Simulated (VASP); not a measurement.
# La2O3: single point with PBEsol+D3(BJ)

The system is La2O3.

```
La O
1.0
     3.89160    0.00000    0.00000
    -1.94580    3.37022    0.00000
     0.00000    0.00000    5.95239
La O
2 3
Cartesian
  0.0000 2.2468 1.4497
  1.9458 1.1234 4.5027
  0.0000 0.0000 0.0000
  0.0000 2.2468 3.8524
  1.9458 1.1234 2.1000
```

```yaml
Program: VASP 6.6.1
Task: single point
Functional: PBEsol
Dispersion: D3(BJ)
Potentials_or_basis: VASP PAW PBE potentials, release 64 (La, O)
Cutoff: 520 eV
k_mesh: 8 × 8 × 5
Occupations: fermi-dirac, width 0.05 eV
Spin: no spin polarisation
Dipole_correction: no
Further_INCAR_settings: ALGO = Normal; EDIFF = 1e-07; NBANDS = 28
```

```
Pressure                   : -0.6 GPa
Largest force              : 0.009 eV/Å
Band gap on the k mesh     : 3.85 eV, indirect (least direct gap 3.97 eV)
Dispersion energy per atom : -0.289 eV
```

Forces in eV/Å, atoms in the order of the input:
```
La   0.000  0.000  0.009
La   0.000  0.000 -0.009
O    0.000  0.000  0.000
O    0.000  0.000  0.002
O    0.000  0.000 -0.002
```

Levels at points of the mesh, in eV from the valence-band top:
```
           k point  band 16  band 17  band 18  band 19  band 20  band 21  band 22  band 23  band 24  band 25
(0.00, 0.00, 0.00)    -2.11    -1.80    -0.45    -0.45    -0.16     4.40     4.55     4.55     5.42     5.66
(0.50, 0.00, 0.00)    -0.75    -0.75    -0.66    -0.41    -0.30     3.86     4.86     5.39     5.46     5.54
```

Run time: 96 s on 1 thread of Intel(R) Xeon(R) 6975P-C (Granite Rapids), with other jobs on the host, peak memory 0.26 GiB.

Caveat: three body term missing; the PAW data sets were made with another functional, which shifts forces and pressure a little; spin-orbit coupling is left out, which moves the levels of the heavy elements. A k mesh can miss the band edges.
